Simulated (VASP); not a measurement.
# MgH2 (P-3m1) in VASP: notebook

MgH2 is run at these levels: PBE; tasks: single point, relaxation of cell and atoms.

Everything below comes from runs of VASP 6.6.1. Logs are shortened: lines on timing, memory, paths and dates and some standing lists are left out, and cuts for length are marked.

**1. The cell of the first run**

Symmetry: P-3m1, No. 164, trigonal system. The conventional cell has a = 3.014 Å, b = 3.014 Å, c = 4.607 Å, α = 90.00°, β = 90.00°, γ = 120.00°. Within 2.6 Å of Mg (site symmetry -3m) lie 6 H at 1.97 Å. Within 2.6 Å of H (site symmetry 3m) lie 3 Mg at 1.97 Å and 3 H at 2.55 Å.

**2. Single point, PBE**

Input file INCAR:

```
ALGO = Normal
EDIFF = 1E-6
ENCUT = 520
GGA = PE
ISIF = 2
ISMEAR = 0
LASPH = True
LCHARG = False
LREAL = False
LWAVE = False
NBANDS = 9
NELM = 100
PREC = Accurate
SIGMA = 0.15
```

Input file KPOINTS:

```
k-points
0
Gamma
  6 6 3
```

Input file POSCAR:

```
MgH2
1.0
    3.0137309686      0.0000000000      0.0000000000
   -1.5068654843      2.6099675790      0.0000000000
    0.0000000000      0.0000000000      4.6069080180
Mg H
1 2
Direct
    0.0000000000      0.0000000000      0.0000000000
    0.6666666667      0.3333333333      0.7982205417
    0.3333333333      0.6666666667      0.2017794583
```

Potentials or basis: VASP PAW PBE potentials, release 64 (Mg, H).

On the command line:

```sh
> cat potpaw_PBE.64/Mg/POTCAR potpaw_PBE.64/H/POTCAR > POTCAR
> mpirun -np 1 vasp_std > vasp.out
```

OUTCAR:

```text
EDIFF = 1E-6
   ENCUT = 520
   GGA = PE
   ISIF = 2
   ISMEAR = 0
   LASPH = True
   LREAL = False
   NELM = 100
   PREC = Accurate

 ion  position               nearest neighbor table
   1  0.000  0.000  0.000-   2 1.97   3 1.97   2 1.97   3 1.97   2 1.97   3 1.97
   2  0.667  0.333  0.798-   1 1.97   1 1.97   1 1.97
   3  0.333  0.667  0.202-   1 1.97   1 1.97   1 1.97

  LATTYP: Found a hexagonal cell.
 ALAT       =     3.0137309686
 C/A-ratio  =     1.5286394393

  Lattice vectors:

 A1 = (   3.0137309686,   0.0000000000,   0.0000000000)
 A2 = (  -1.5068654843,   2.6099675790,   0.0000000000)
 A3 = (   0.0000000000,   0.0000000000,   4.6069080180)

Analysis of symmetry for initial positions (statically):
=====================================================================
 Subroutine PRICEL returns:
 Original cell was already a primitive cell.

 Routine SETGRP: Setting up the symmetry group for a
 hexagonal supercell.

 Subroutine GETGRP returns: Found 12 space group operations
 (whereof 12 operations were pure point group operations)
 out of a pool of 24 trial point group operations.

The static configuration has the point symmetry D_3d.

Analysis of symmetry for dynamics (positions and initial velocities):
=====================================================================
 Subroutine PRICEL returns:
 Original cell was already a primitive cell.

 Routine SETGRP: Setting up the symmetry group for a
 hexagonal supercell.

 Subroutine GETGRP returns: Found 12 space group operations
 (whereof 12 operations were pure point group operations)
 out of a pool of 24 trial point group operations.

The dynamic configuration has the point symmetry D_3d.

 Subroutine INISYM returns: Found 12 space group operations
 (whereof 12 operations are pure point group operations),
 and found     1 'primitive' translations

----------------------------------------------------------------------------------------

                                     Primitive cell

  volume of cell :      36.2367

  direct lattice vectors                    reciprocal lattice vectors
     3.013730969  0.000000000  0.000000000     0.331814621  0.191573261  0.000000000
    -1.506865484  2.609967579  0.000000000     0.000000000  0.383146522  0.000000000
     0.000000000  0.000000000  4.606908018     0.000000000  0.000000000  0.217065328

  length of vectors
     3.013730969  3.013730969  4.606908018     0.383146522  0.383146522  0.217065328

  position of ions in fractional coordinates (direct lattice)
     0.000000000  0.000000000  0.000000000
     0.666666667  0.333333333  0.798220542
     0.333333333  0.666666667  0.201779458

  ion indices of the primitive-cell ions
   primitive index   ion index
                 1           1
                 2           2
                 3           3

----------------------------------------------------------------------------------------

 KPOINTS: k-points

Automatic generation of k-mesh.
 Grid dimensions read from file:
 generate k-points for:    6    6    3

 Generating k-lattice:

  Cartesian coordinates                     Fractional coordinates (reciprocal lattice)
     0.055302437  0.031928877  0.000000000     0.166666667  0.000000000  0.000000000
     0.000000000  0.063857754  0.000000000     0.000000000  0.166666667  0.000000000
     0.000000000  0.000000000  0.072355109     0.000000000  0.000000000  0.333333333

  Length of vectors
     0.063857754  0.063857754  0.072355109

  Shift w.r.t. Gamma in fractional coordinates (k-lattice)
     0.000000000  0.000000000  0.000000000

 Subroutine IBZKPT returns following result:
 ===========================================

 Found     17 irreducible k-points:

 Following reciprocal coordinates:
            Coordinates               Weight
  0.000000  0.000000  0.000000      1.000000
  0.166667 -0.000000  0.000000      6.000000
  0.333333 -0.000000  0.000000      6.000000
  0.500000 -0.000000  0.000000      3.000000
  0.166667  0.166667  0.000000      6.000000
  0.333333  0.166667  0.000000     12.000000
[... 9 lines left out ...]
 -0.166667  0.500000  0.333333     12.000000
  0.333333  0.333333  0.333333      4.000000
   k-points           NKPTS =     17   k-points in BZ     NKDIM =     17   number of bands    NBANDS=      9
   number of dos      NEDOS =    301   number of ions     NIONS =      3
   total plane-waves  NPLWV =  20736
   dimension x,y,z NGX =    24 NGY =   24 NGZ =   36
   dimension x,y,z NGXF=    48 NGYF=   48 NGZF=   72
   ions per type =               1   2
   NGX,Y,Z   is equivalent  to a cutoff of  13.24, 13.24, 12.99 a.u.
   NGXF,Y,Z  is equivalent  to a cutoff of  26.48, 26.48, 25.98 a.u.
 SYSTEM =  unknown system
   PREC   = accura    normal or accurate (medium, high low for compatibility)
   ISTART =      0    job   : 0-new  1-cont  2-samecut
   ICHARG =      2    charge: 1-file 2-atom 10-const
   ISPIN  =      1    spin polarized calculation?
   LNONCOLLINEAR =      F non collinear calculations
   LSORBIT =      F    spin-orbit coupling
   LASPH  =      T    aspherical Exc in radial PAW
   ENCUT  =  520.0 eV  38.22 Ry    6.18 a.u.   5.60  5.60  8.57*2*pi/ulx,y,z
   NELM   =    100;   NELMIN=  2; NELMDL= -5     # of ELM steps
   EDIFF  = 0.1E-05   stopping-criterion for ELM
   LREAL  =      F    real-space projection
   EDIFFG = 0.1E-04   stopping-criterion for IOM
   NSW    =      0    number of steps for IOM
   IBRION =     -1    ionic relax: 0-MD 1-quasi-New 2-CG
   NFREE  =      0    steps in history (QN), initial steepest desc. (CG)
   ISIF   =      2    stress and relaxation
   ISYM   =      2    0-nonsym 1-usesym 2-fastsym
   POTIM  = 0.5000    time-step for ionic-motion
   TEBEG  =    0.0;   TEEND  =   0.0 temperature during run
   PSTRESS=    0.0 pullay stress
   NELECT =       4.0000    total number of electrons
   NUPDOWN=      -1.0000    fix difference up-down
   EMIN   =  10.00;   EMAX   =-10.00  energy-range for DOS
   EFERMI =   0.00;   METHOD = LEGACY
   ISMEAR =     0;   SIGMA  =   0.15  broadening in eV -4-tet -1-fermi 0-gaus
   EFERMI_NEDOS =   21; number of points for ismear=-14 and -15
   IALGO  =     38    algorithm
   IMIX   =      4    mixing-type and parameters
     AMIX     =   0.40;   BMIX     =  1.00
     AMIX_MAG =   1.60;   BMIX_MAG =  1.00
  volume/ion in A,a.u.               =      12.08        81.51
  Fermi-wavevector in a.u.,A,eV,Ry     =   0.785317  1.484034  8.391028  0.616723
  Thomas-Fermi vector in A             =   1.889629
   LORBIT       =      0    0 simple, 1 ext, 2 COOP (PROOUT), +10 PAW based schemes
   GGA     = PE    functional components
   LHFCALC =     F    Hartree Fock is set to
   AEXX    =    0.0000 exact exchange contribution
   IVDW    =     0    specifies the selected vdW correction
   LEPSILON=     F    determine dielectric tensor
   LRPA    =     F    only Hartree local field effects (RPA)
 non-spin polarized calculation
 Gauss-broadening in eV      SIGMA  =   0.15
  energy-cutoff  :      520.00
  volume of cell :       36.24
 maximum number of plane-waves:      1007
 NGX is ok and might be reduce to    24
   NGX = 11   NGY = 11   NGZ = 17

 number of electron       3.9999999 magnetization

 Free energy of the ion-electron system (eV)
  ---------------------------------------------------
  ext. energy  EPLUGINS =         0.00000000
  ---------------------------------------------------
  free energy    TOTEN  =        -8.64551914 eV

  energy without entropy =       -8.64551914  energy(sigma->0) =       -8.64551914

 E-fermi :  -0.9674     XC(G=0):  -7.5839

 val. band max:       -1.6279105614   @ k =   0.3333  -0.0000   0.0000
 cond. band min:       2.8298695787   @ k =   0.5000  -0.0000   0.3333
 fundamental gap:      4.4577801401
 Fermi energy:        -0.9674253212

 k-point     1 :       0.0000    0.0000    0.0000
  band No.  band energies     occupation
      1      -7.5592      2.00000
      2      -2.3366      2.00000
      3       3.7691      0.00000
      4      11.2365      0.00000
      5      12.9690      0.00000
      6      13.3438      0.00000
      7      13.3438      0.00000
      8      15.6726      0.00000
      9      15.6726      0.00000

 k-point     2 :       0.1667   -0.0000    0.0000
  band No.  band energies     occupation
      1      -7.0135      2.00000
      2      -2.0330      2.00000
      3       4.3412      0.00000
      4       7.6877      0.00000
      5      10.5238      0.00000
      6      11.8303      0.00000
      7      14.2228      0.00000
      8      15.8366      0.00000
      9      17.3410      0.00000

 k-point     3 :       0.3333   -0.0000    0.0000
  band No.  band energies     occupation
      1      -5.4757      2.00000
      2      -1.6279      2.00000
      3       4.1078      0.00000
      4       6.1939      0.00000
      5       7.4931      0.00000
      6      10.4528      0.00000
      7      11.5834      0.00000
      8      13.9564      0.00000
      9      14.9149      0.00000

 k-point     4 :       0.5000   -0.0000    0.0000
  band No.  band energies     occupation
      1      -3.8441      2.00000
      2      -2.3869      2.00000
      3       3.3737      0.00000
      4       5.7550      0.00000
      5       8.6529      0.00000
      6       8.9882      0.00000
      7       9.9808      0.00000
      8      12.2773      0.00000
      9      14.2246      0.00000
[... 121 lines left out ...]
 k-point    15 :       0.3333    0.1667    0.3333
  band No.  band energies     occupation
      1      -3.9240      2.00000
      2      -2.0331      2.00000
      3       3.1106      0.00000
      4       5.2065      0.00000
      5       6.6443      0.00000
      6       9.1372      0.00000
      7      11.5843      0.00000
      8      14.1829      0.00000
      9      16.0189      0.00000

 k-point    16 :      -0.1667    0.5000    0.3333
  band No.  band energies     occupation
      1      -3.9200      2.00000
      2      -2.0547      2.00000
      3       3.4614      0.00000
      4       4.6319      0.00000
      5       6.8384      0.00000
      6       9.0700      0.00000
      7      11.5587      0.00000
      8      15.0697      0.00000
      9      15.9982      0.00000

 k-point    17 :       0.3333    0.3333    0.3333
  band No.  band energies     occupation
      1      -2.5755      2.00000
      2      -2.5755      2.00000
      3       3.9138      0.00000
      4       4.8852      0.00000
      5       4.8852      0.00000
      6       6.5450      0.00000
      7      13.8444      0.00000
      8      13.8444      0.00000
      9      15.7951      0.00000

------------------------ aborting loop because EDIFF is reached ----------------------------------------

  FORCE on cell =-STRESS in cart. coord.  units (eV):
  Direction    XX          YY          ZZ          XY          YZ          ZX
  --------------------------------------------------------------------------------------
  -------------------------------------------------------------------------------------
  Total        0.0012660      0.0012660      0.1105924      0.0000000     -0.0000000      0.0000000
  in kB        0.0559758      0.0559758      4.8897493      0.0000000     -0.0000000      0.0000000
  external PRESSURE =       1.6672336 kB  Pullay stress =       0.0000000 kB

 VOLUME and BASIS-vectors are now :
 -----------------------------------------------------------------------------
  energy-cutoff  :      520.00
  volume of cell :       36.24
      direct lattice vectors                 reciprocal lattice vectors
     3.013730969  0.000000000  0.000000000     0.331814621  0.191573261  0.000000000
    -1.506865484  2.609967579  0.000000000     0.000000000  0.383146522  0.000000000
     0.000000000  0.000000000  4.606908018     0.000000000  0.000000000  0.217065328

 POSITION                                       TOTAL-FORCE (eV/Angst)
 -----------------------------------------------------------------------------------
      0.00000      0.00000      0.00000        -0.000000      0.000000      0.000000
      1.50687      0.86999      3.67733         0.000000     -0.000000     -0.001958
     -0.00000      1.73998      0.92958        -0.000000      0.000000      0.001958
 -----------------------------------------------------------------------------------
    total drift:                                0.000000      0.000000     -0.000000

  FREE ENERGIE OF THE ION-ELECTRON SYSTEM (eV)
  ---------------------------------------------------
  free  energy   TOTEN  =        -8.6455191440 eV

  energy  without entropy=       -8.6455191440  energy(sigma->0) =       -8.64551914
```

Wall time 3.4 s (1 thread of Intel Xeon 6975P-C (Granite Rapids), shared host); peak memory 0.15 GiB.

Results:

```yaml
Free_energy: -8.6455 eV
Pressure: 0.2 GPa
Band_gap_on_the_k_mesh: 4.46 eV, indirect (least direct gap 5.14 eV)
```

Stress tensor (GPa, compression positive):
```
0.01 0.00 0.00
0.00 0.01 0.00
0.00 0.00 0.49
```

Levels at points of the mesh, in eV from the valence-band top:
```csv
k point,band 1,band 2,band 3,band 4,band 5,band 6,band 7
"(0.00, 0.00, 0.00)",-5.93,-0.71,5.40,12.86,14.60,14.97,14.97
"(0.50, 0.00, 0.00)",-2.22,-0.76,5.00,7.38,10.28,10.62,11.61
```

Caveat: the k points lie up to 0.45 Å⁻¹ apart. A hybrid or GW would open this gap; PBE tends to underestimate it.

**3. Relaxation of cell and atoms, PBE**

This run uses another cell than the first one, of 9.89 Å³/atom, 0.819 times its volume.

Input file INCAR:

```
SYSTEM = MgH2
PREC = Accurate
ENCUT = 600
EDIFF = 1E-6
ISMEAR = 0
SIGMA = 0.15
LREAL = .False.
LASPH = .True.
NELM = 100
ALGO = Normal
ISIF = 3
LWAVE = .False.
LCHARG = .False.
GGA = PE
IBRION = 2
NSW = 36
EDIFFG = -0.08
```

Input file KPOINTS:

```
Automatic mesh
0
Gamma
  6 6 3
  0 0 0
```

Input file POSCAR:

```
MgH2
1.0
    2.7560021200      0.0000000000      0.0000000000
   -1.3780010600      2.3867678500      0.0000000000
    0.0000000000      0.0000000000      4.5096874500
Mg H
1 2
Direct
    0.0000000000      0.0000000000      0.0000000000
    0.6666666700      0.3333333300      0.7528510100
    0.3333333300      0.6666666700      0.2471489900
```

Potentials or basis: VASP PAW PBE potentials, release 64 (Mg, H).

On the command line:

```sh
> cat potpaw_PBE.64/Mg/POTCAR potpaw_PBE.64/H/POTCAR > POTCAR
> mpirun -np 1 vasp_std > vasp.out
```

Wall time 13 s (1 thread of Intel Xeon 6975P-C (Granite Rapids), shared host); peak memory 0.15 GiB.

It converged, with:

```
Free energy                            : -8.6255 eV
Relaxed volume                         : 11.07 Å³/atom
Relaxed cell                           : a = 3.001 Å, b = 3.001 Å, c = 4.257 Å, α = 90.00°, β = 90.00°, γ = 120.00°
Space group after relaxing (to 0.05 Å) : P-3m1 (No. 164)
Energy gained by relaxing              : 100.6 meV/atom
Ionic steps                            : 7
Pressure after relaxing                : 0.7 GPa
Largest force after relaxing           : 0.058 eV/Å
Band gap on the k mesh                 : 4.09 eV, indirect (least direct gap 5.07 eV)
```

Forces on the atoms (eV/Å):
```
Mg   0.000  0.000  0.000
H    0.000  0.000  0.058
H    0.000  0.000 -0.058
```

Stress tensor (GPa, compression positive):
```
0.48 0.00 0.00
0.00 0.48 0.00
0.00 0.00 1.13
```

Step by step:
```tsv
step	energy change (eV)	largest force (eV/Å)	pressure (GPa)	volume (Å³)
1	0.0000	0.5075	8.13	29.66
2	-0.1956	0.4630	2.73	31.84
3	-0.2660	0.4212	-1.19	33.99
4	-0.2682	0.4137	-1.77	34.37
5	-0.2913	0.2586	-0.72	33.86
6	-0.3016	0.0399	0.83	33.15
7	-0.3017	0.0578	0.70	33.20
```

Final structure:
```
CELL_PARAMETERS angstrom
3.00103 0.00000 0.00000
-1.50051 2.59896 0.00000
0.00000 0.00000 4.25720
ATOMIC_POSITIONS crystal
Mg 0.00000 0.00000 0.00000
H 0.66667 0.33333 0.77869
H 0.33333 0.66667 0.22131
```

Levels at points of the mesh, in eV from the valence-band top:
| k point | band 1 | band 2 | band 3 | band 4 | band 5 | band 6 |
| --- | --- | --- | --- | --- | --- | --- |
| (0.00, 0.00, 0.00) | -6.38 | -0.57 | 5.45 | 12.96 | 14.54 | 14.73 |
| (0.50, 0.00, 0.00) | -2.58 | -1.05 | 4.92 | 7.68 | 10.24 | 10.67 |

Caveat: the k points lie up to 0.49 Å⁻¹ apart in the final cell; the relaxation stopped at a loose force limit of 0.08 eV/Å, so its end isn't a converged minimum.
